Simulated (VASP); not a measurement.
Wanted: the native input for a VASP 6.6.1 run.

```yaml
Task: single point
Functional: PBE
Potentials_or_basis: VASP PAW PBE potentials, release 64 (Rb_sv, Re)
Cutoff: 600 eV
k_mesh: 4 × 6 × 6
Occupations: gaussian, width 0.1 eV
Spin: no spin polarisation
Dipole_correction: no
Further_INCAR_settings: ALGO = Normal; EDIFF = 1e-06; NBANDS = 34
```

The structure of Rb2Re lies in POSCAR:

```
Rb2Re
1.0
    0.0000000000      0.0000000000      5.7144142310
    6.1394788611      0.0000000000      0.0000000000
   -3.0697394305      5.3169446597      0.0000000000
Rb Re
4 2
Direct
    0.2500000000      0.3333333333      0.6666666667
    0.7500000000      0.3333333333      0.6666666667
    0.2500000000      0.6666666667      0.3333333333
    0.7500000000      0.6666666667      0.3333333333
    0.0000000000      0.0000000000      0.0000000000
    0.5000000000      0.0000000000      0.0000000000
```

The input as run:

INCAR

```
SYSTEM = Rb2Re
  PREC = Accurate
  ENCUT = 600
  EDIFF = 1E-6
  ISMEAR = 0
  SIGMA = 0.1
  LREAL = .False.
  LASPH = .True.
  NELM = 120
  ALGO = Normal
  ISIF = 2
  LWAVE = .False.
  LCHARG = .False.
  GGA = PE
  NBANDS = 34
  GGA_COMPAT = .False.
```

KPOINTS

```
regular mesh
0
Gamma
  4 6 6
  0 0 0
```

Potentials or basis: VASP PAW PBE potentials, release 64 (Rb_sv, Re).

The run is started by

```console
$ cat potpaw_PBE.64/Rb_sv/POTCAR potpaw_PBE.64/Re/POTCAR > POTCAR
$ mpirun -np 1 vasp_std > vasp.out
```

It gave:

```json
{
  "Pressure": "0.1 GPa",
  "Band gap on the k mesh": "zero (bands 25 and 26 overlap by 0.63 eV)"
}
```

Caveat: spin-orbit coupling is left out, which moves the levels of the heavy elements.

Wall time 91 s on 1 thread of Intel(R) Xeon(R) 6975P-C (Granite Rapids), on a shared host, peak memory 0.41 GiB.
